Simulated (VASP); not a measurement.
# ZnCu (Pm-3m) in VASP: further runs

The runs below take ZnCu through single point, relaxation of cell and atoms, with PBEsol.

All numbers are computed with VASP 6.6.1; they aren't measurements. Logs are shortened: lines on timing, memory, paths and dates and some standing lists are left out, and cuts for length are marked.

## (1) The cell of the first run

Symmetry: Pm-3m, No. 221, cubic system. The conventional cell has a = 2.909 Å, b = 2.909 Å, c = 2.909 Å, α = 90.00°, β = 90.00°, γ = 90.00°. Within 3.3 Å of Zn (site symmetry m-3m) lie 8 Cu at 2.52 Å and 6 Zn at 2.91 Å. Cu (site symmetry m-3m) has 8 Zn at 2.52 Å and 6 Cu at 2.91 Å within 3.3 Å.

## (2) Single point, PBEsol

File INCAR:

```
PREC = Accurate
ENCUT = 520
EDIFF = 1E-6
ISMEAR = 1
SIGMA = 0.1
LREAL = False
LASPH = True
NELM = 80
ALGO = Normal
ISIF = 2
LWAVE = False
LCHARG = False
GGA = PS
NBANDS = 18
```

File KPOINTS:

```
regular mesh
0
Gamma
  9 9 9
```

File POSCAR:

```
ZnCu
1.0
    2.9087149752      0.0000000000      0.0000000000
    0.0000000000      2.9087149752      0.0000000000
    0.0000000000      0.0000000000      2.9087149752
Zn Cu
1 1
Direct
    0.5000000000      0.5000000000      0.5000000000
    0.0000000000      0.0000000000      0.0000000000
```

Potentials or basis: VASP PAW PBE potentials, release 64 (Zn, Cu).

Started as:

```console
> cat potpaw_PBE.64/Zn/POTCAR potpaw_PBE.64/Cu/POTCAR > POTCAR
> mpirun -np 1 vasp_std > vasp.out
```

OUTCAR:

```text
PREC = Accurate
   ENCUT = 520
   EDIFF = 1E-6
   ISMEAR = 1
   LREAL = False
   LASPH = True
   NELM = 80
   ISIF = 2
   GGA = PS

 ion  position               nearest neighbor table
   1  0.500  0.500  0.500-   2 2.52   2 2.52   2 2.52   2 2.52   2 2.52   2 2.52   2 2.52   2 2.52

   2  0.000  0.000  0.000-   1 2.52   1 2.52   1 2.52   1 2.52   1 2.52   1 2.52   1 2.52   1 2.52

  LATTYP: Found a simple cubic cell.
 ALAT       =     2.9087149752

  Lattice vectors:

 A1 = (   2.9087149752,   0.0000000000,   0.0000000000)
 A2 = (   0.0000000000,   2.9087149752,   0.0000000000)
 A3 = (   0.0000000000,   0.0000000000,   2.9087149752)

Analysis of symmetry for initial positions (statically):
=====================================================================
 Subroutine PRICEL returns:
 Original cell was already a primitive cell.

 Routine SETGRP: Setting up the symmetry group for a
 simple cubic supercell.

 Subroutine GETGRP returns: Found 48 space group operations
 (whereof 48 operations were pure point group operations)
 out of a pool of 48 trial point group operations.

The static configuration has the point symmetry O_h .

Analysis of symmetry for dynamics (positions and initial velocities):
=====================================================================
 Subroutine PRICEL returns:
 Original cell was already a primitive cell.

 Routine SETGRP: Setting up the symmetry group for a
 simple cubic supercell.

 Subroutine GETGRP returns: Found 48 space group operations
 (whereof 48 operations were pure point group operations)
 out of a pool of 48 trial point group operations.

The dynamic configuration has the point symmetry O_h .

 Subroutine INISYM returns: Found 48 space group operations
 (whereof 48 operations are pure point group operations),
 and found     1 'primitive' translations

----------------------------------------------------------------------------------------

                                     Primitive cell

  volume of cell :      24.6095

  direct lattice vectors                    reciprocal lattice vectors
     2.908714975  0.000000000  0.000000000     0.343794428  0.000000000  0.000000000
     0.000000000  2.908714975  0.000000000     0.000000000  0.343794428  0.000000000
     0.000000000  0.000000000  2.908714975     0.000000000  0.000000000  0.343794428

  length of vectors
     2.908714975  2.908714975  2.908714975     0.343794428  0.343794428  0.343794428

  position of ions in fractional coordinates (direct lattice)
     0.500000000  0.500000000  0.500000000
     0.000000000  0.000000000  0.000000000

  ion indices of the primitive-cell ions
   primitive index   ion index
                 1           1
                 2           2

----------------------------------------------------------------------------------------

 KPOINTS: regular mesh

Automatic generation of k-mesh.
 Grid dimensions read from file:
 generate k-points for:    9    9    9

 Generating k-lattice:

  Cartesian coordinates                     Fractional coordinates (reciprocal lattice)
     0.038199381  0.000000000  0.000000000     0.111111111  0.000000000  0.000000000
     0.000000000  0.038199381  0.000000000     0.000000000  0.111111111  0.000000000
     0.000000000  0.000000000  0.038199381     0.000000000  0.000000000  0.111111111

  Length of vectors
     0.038199381  0.038199381  0.038199381

  Shift w.r.t. Gamma in fractional coordinates (k-lattice)
     0.000000000  0.000000000  0.000000000

 Subroutine IBZKPT returns following result:
 ===========================================

 Found     35 irreducible k-points:

 Following reciprocal coordinates:
            Coordinates               Weight
  0.000000  0.000000  0.000000      1.000000
  0.111111  0.000000  0.000000      6.000000
  0.222222  0.000000  0.000000      6.000000
  0.333333  0.000000  0.000000      6.000000
  0.444444  0.000000  0.000000      6.000000
  0.111111  0.111111  0.000000     12.000000
[... 16 lines left out ...]
  0.333333  0.333333  0.111111     24.000000
  0.444444  0.333333  0.111111     48.000000
 [... further k-points ...]
   k-points           NKPTS =     35   k-points in BZ     NKDIM =     35   number of bands    NBANDS=     18
   number of dos      NEDOS =    301   number of ions     NIONS =      2
   total plane-waves  NPLWV =  13824
   dimension x,y,z NGX =    24 NGY =   24 NGZ =   24
   dimension x,y,z NGXF=    48 NGYF=   48 NGZF=   48
   ions per type =               1   1
   NGX,Y,Z   is equivalent  to a cutoff of  13.72, 13.72, 13.72 a.u.
   NGXF,Y,Z  is equivalent  to a cutoff of  27.43, 27.43, 27.43 a.u.
 SYSTEM =  unknown system
   PREC   = accura    normal or accurate (medium, high low for compatibility)
   ISTART =      0    job   : 0-new  1-cont  2-samecut
   ICHARG =      2    charge: 1-file 2-atom 10-const
   ISPIN  =      1    spin polarized calculation?
   LNONCOLLINEAR =      F non collinear calculations
   LSORBIT =      F    spin-orbit coupling
   LASPH  =      T    aspherical Exc in radial PAW
   ENCUT  =  520.0 eV  38.22 Ry    6.18 a.u.   5.41  5.41  5.41*2*pi/ulx,y,z
   NELM   =     80;   NELMIN=  2; NELMDL= -5     # of ELM steps
   EDIFF  = 0.1E-05   stopping-criterion for ELM
   LREAL  =      F    real-space projection
   EDIFFG = 0.1E-04   stopping-criterion for IOM
   NSW    =      0    number of steps for IOM
   IBRION =     -1    ionic relax: 0-MD 1-quasi-New 2-CG
   NFREE  =      0    steps in history (QN), initial steepest desc. (CG)
   ISIF   =      2    stress and relaxation
   ISYM   =      2    0-nonsym 1-usesym 2-fastsym
   POTIM  = 0.5000    time-step for ionic-motion
   TEBEG  =    0.0;   TEEND  =   0.0 temperature during run
   PSTRESS=    0.0 pullay stress
   NELECT =      23.0000    total number of electrons
   NUPDOWN=      -1.0000    fix difference up-down
   EMIN   =  10.00;   EMAX   =-10.00  energy-range for DOS
   EFERMI =   0.00;   METHOD = LEGACY
   ISMEAR =     1;   SIGMA  =   0.10  broadening in eV -4-tet -1-fermi 0-gaus
   EFERMI_NEDOS =   21; number of points for ismear=-14 and -15
   IALGO  =     38    algorithm
   IMIX   =      4    mixing-type and parameters
     AMIX     =   0.40;   BMIX     =  1.00
     AMIX_MAG =   1.60;   BMIX_MAG =  1.00
  volume/ion in A,a.u.               =      12.30        83.04
  Fermi-wavevector in a.u.,A,eV,Ry     =   1.600600  3.024696 34.857064  2.561922
  Thomas-Fermi vector in A             =   2.697711
   LORBIT       =      0    0 simple, 1 ext, 2 COOP (PROOUT), +10 PAW based schemes
   GGA     = PS    functional components
   LHFCALC =     F    Hartree Fock is set to
   AEXX    =    0.0000 exact exchange contribution
   IVDW    =     0    specifies the selected vdW correction
   LEPSILON=     F    determine dielectric tensor
   LRPA    =     F    only Hartree local field effects (RPA)
 non-spin polarized calculation
 Methfessel and Paxton  Order N= 1 SIGMA  =   0.10
  energy-cutoff  :      520.00
  volume of cell :       24.61
 maximum number of plane-waves:       691
 NGX is ok and might be reduce to    24
   NGX = 11   NGY = 11   NGZ = 11

 number of electron      22.9999984 magnetization

 Free energy of the ion-electron system (eV)
  ---------------------------------------------------
  ext. energy  EPLUGINS =         0.00000000
  ---------------------------------------------------
  free energy    TOTEN  =        -6.07988744 eV

  energy without entropy =       -6.08123927  energy(sigma->0) =       -6.08033805

 E-fermi :   5.8145     XC(G=0): -12.7764

 val. band max:        5.6798137896   @ k =   0.3333   0.3333   0.0000
 cond. band min:       5.8824036434   @ k =   0.4444   0.4444   0.2222
 fundamental gap:      0.2025898538
 Fermi energy:         5.8144767763

 k-point     1 :       0.0000    0.0000    0.0000
  band No.  band energies     occupation
      1      -4.9351      2.00000
      2      -2.2261      2.00000
      3      -2.2261      2.00000
      4      -1.4639      2.00000
      5      -1.4639      2.00000
      6      -1.4639      2.00000
[... 10 lines left out ...]
     17      18.5808      0.00000
     18      29.5333      0.00000

 k-point     2 :       0.1111    0.0000    0.0000
  band No.  band energies     occupation
      1      -4.7063      2.00000
      2      -2.1972      2.00000
      3      -2.1750      2.00000
      4      -1.4843      2.00000
      5      -1.4843      2.00000
      6      -1.4529      2.00000
[... 10 lines left out ...]
     17      20.1385      0.00000
     18      27.5076      0.00000

 k-point     3 :       0.2222    0.0000    0.0000
  band No.  band energies     occupation
      1      -4.0408      2.00000
      2      -2.1224      2.00000
      3      -2.0304      2.00000
      4      -1.5360      2.00000
      5      -1.5360      2.00000
      6      -1.4249      2.00000
[... 10 lines left out ...]
     17      24.1227      0.00000
     18      24.8242      0.00000

 k-point     4 :       0.3333    0.0000    0.0000
  band No.  band energies     occupation
      1      -3.0604      2.00000
      2      -2.0346      2.00000
      3      -1.7621      2.00000
      4      -1.5943      2.00000
      5      -1.5943      2.00000
      6      -1.3925      2.00000
[... 375 lines left out ...]
      4      -1.7020      2.00000
      5      -1.5800      2.00000
      6      -0.0035      2.00000
[... 10 lines left out ...]
     17      22.5795      0.00000
     18      23.5712      0.00000

 k-point    23 :       0.3333    0.3333    0.1111
  band No.  band energies     occupation
      1      -2.2818      2.00000
      2      -1.9985      2.00000
      3      -1.7229      2.00000
      4      -1.6761      2.00000
      5      -1.4855      2.00000
      6      -0.4421      2.00000
[... 10 lines left out ...]
     17      20.4934      0.00000
     18      22.2904      0.00000

 k-point    24 :       0.4444    0.3333    0.1111
  band No.  band energies     occupation
      1      -2.2904      2.00000
      2      -1.9969      2.00000
      3      -1.7691      2.00000
      4      -1.7066      2.00000
      5      -1.3734      2.00000
      6       0.5126      2.00000
[... 10 lines left out ...]
     17      21.3619      0.00000
     18      22.5101      0.00000

 [... further k-points ...]

------------------------ aborting loop because EDIFF is reached ----------------------------------------

  FORCE on cell =-STRESS in cart. coord.  units (eV):
  Direction    XX          YY          ZZ          XY          YZ          ZX
  --------------------------------------------------------------------------------------
  -------------------------------------------------------------------------------------
  Total        0.1315939      0.1315939      0.1315939      0.0000000     -0.0000000      0.0000000
  in kB        8.5672756      8.5672756      8.5672756      0.0000000     -0.0000000      0.0000000
  external PRESSURE =       8.5672756 kB  Pullay stress =       0.0000000 kB

 VOLUME and BASIS-vectors are now :
 -----------------------------------------------------------------------------
  energy-cutoff  :      520.00
  volume of cell :       24.61
      direct lattice vectors                 reciprocal lattice vectors
     2.908714975  0.000000000  0.000000000     0.343794428  0.000000000  0.000000000
     0.000000000  2.908714975  0.000000000     0.000000000  0.343794428  0.000000000
     0.000000000  0.000000000  2.908714975     0.000000000  0.000000000  0.343794428

 POSITION                                       TOTAL-FORCE (eV/Angst)
 -----------------------------------------------------------------------------------
      1.45436      1.45436      1.45436         0.000000      0.000000      0.000000
      0.00000      0.00000      0.00000         0.000000      0.000000      0.000000
 -----------------------------------------------------------------------------------
    total drift:                                0.000000      0.000000     -0.000000

  FREE ENERGIE OF THE ION-ELECTRON SYSTEM (eV)
  ---------------------------------------------------
  free  energy   TOTEN  =        -6.0798874449 eV

  energy  without entropy=       -6.0812392688  energy(sigma->0) =       -6.08033805
```

Run time: 6.4 s. Hardware: 1 thread of AMD EPYC 9R45 (Zen 5), shared host; peak memory 0.11 GiB.

Results:

```yaml
Free_energy: -6.0799 eV
Pressure: 0.9 GPa
```

Levels at points of the mesh, in eV from the Fermi level:
```
           k point  band 8  band 9  band 10  band 11  band 12  band 13  band 14  band 15
(0.00, 0.00, 0.00)   -3.77   -2.89    -2.89    -2.89     6.24     6.24     6.24    11.41
```

Caveat: the PAW data sets were made with another functional, which shifts forces and pressure a little.

## (3) Relaxation of cell and atoms, PBEsol

This run uses another cell than the first one, of 12.77 Å³/atom, 1.038 times its volume.

File INCAR:

```
SYSTEM = ZnCu
PREC     = Accurate       ! precision mode
ENCUT    = 600            ! plane-wave cutoff, eV
EDIFF    = 1E-6           ! SCF threshold, eV
ISMEAR   = 1              ! smearing method
SIGMA    = 0.1            ! smearing width, eV
LREAL    = .FALSE.        ! projectors in reciprocal space
LASPH    = .TRUE.         ! aspherical terms in the spheres
NELM     = 80             ! most SCF steps
ALGO     = Normal         ! electronic algorithm
ISIF     = 3              ! what is computed and relaxed
LWAVE    = .FALSE.        ! write WAVECAR
LCHARG   = .FALSE.        ! write CHGCAR
GGA      = PS             ! functional
IBRION   = 2              ! ionic algorithm
NSW      = 80             ! ionic steps
EDIFFG   = -0.01          ! ionic threshold
```

File KPOINTS:

```
Automatic mesh
0
G
  9 9 9
  0 0 0
```

File POSCAR:

```
ZnCu
1.0
    2.9450000000      0.0000000000      0.0000000000
    0.0000000000      2.9450000000      0.0000000000
    0.0000000000      0.0000000000      2.9450000000
Zn Cu
1 1
Direct
    0.5000000000      0.5000000000      0.5000000000
    0.0000000000      0.0000000000      0.0000000000
```

Potentials or basis: VASP PAW PBE potentials, release 64 (Zn, Cu).

Started as:

```console
> cat potpaw_PBE.64/Zn/POTCAR potpaw_PBE.64/Cu/POTCAR > POTCAR
> mpirun -np 1 vasp_std > vasp.out
```

It took 15 s on 1 thread of AMD EPYC 9R45 (Zen 5), shared host; peak memory 0.12 GiB.

The run converged. Its results:

```yaml
Free_energy: -6.0806 eV
Relaxed_volume: 12.38 Å³/atom
Relaxed_cell: a = 2.915 Å, b = 2.915 Å, c = 2.915 Å, α = 90.00°, β = 90.00°, γ = 90.00°
Space_group_after_relaxing_to_0.05_Å: Pm-3m (No. 221)
Energy_gained_by_relaxing: 4.8 meV/atom
Ionic_steps: 3
Pressure_after_relaxing: 0.0 GPa
```

The path:
| step | energy change (eV) | largest force (eV/Å) | pressure (GPa) | volume (Å³) |
| --- | --- | --- | --- | --- |
| 1 | 0.0000 | 0.0000 | -3.91 | 25.54 |
| 2 | -0.0075 | 0.0000 | 2.04 | 24.41 |
| 3 | -0.0097 | 0.0000 | 0.02 | 24.77 |

Final structure:
```
Zn Cu
1.0
     2.91487    0.00000    0.00000
     0.00000    2.91487    0.00000
     0.00000    0.00000    2.91487
Zn Cu
1 1
Direct
  0.50000 0.50000 0.50000
  0.00000 0.00000 0.00000
```

Levels at points of the mesh, in eV from the Fermi level:
```csv
k point,band 9,band 10,band 11,band 12,band 13,band 14
"(0.00, 0.00, 0.00)",-2.88,-2.88,-2.88,6.21,6.21,6.21
```

Caveat: the PAW data sets were made with another functional, which shifts forces and pressure a little.
